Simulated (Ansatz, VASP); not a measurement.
## Ir: VASP beside Ansatz

```
Ir
1.0
     0.00000    1.90643    1.90643
     1.90643    0.00000    1.90643
     1.90643    1.90643    0.00000
Ir
1
Direct
  0.00000 0.00000 0.00000
```

Alike in both runs: functional LDA; k mesh 18 × 18 × 18; occupations fermi-dirac, width 0.15 eV; no spin polarisation.

Ansatz relaxed the structure, and its values are those at the end. VASP's run is a single point on that final structure, the one shown.

```csv
,VASP,Ansatz
version,VASP 6.6.1,Ansatz 0.2.0
potentials or method,"VASP PAW LDA potentials, release 64 (Ir), cutoff 520 eV","scalar-relativistic, plane waves, PAW"
valence electrons in the cell,9,17
```

VASP gave:

| Item | Value |
| --- | --- |
| gap on the k mesh at the Fermi level (eV) | none |
| pressure (GPa) | 2.6 |

Estimate Ansatz's values.

gap on the k mesh at the Fermi level (eV): none; pressure (GPa): 0.0.

Ansatz warns that its potentials were made for another functional, while VASP's fit it. LDA's correlation is that of Perdew and Zunger in VASP and of Perdew and Wang (1992) in Ansatz. A gap of «none» marks a metal or a gap that the smearing closes. VASP's potentials hold 9 valence electrons a cell and Ansatz's 17, so a difference there can come from the potentials and not from the codes.

Neither program's run includes spin-orbit coupling.
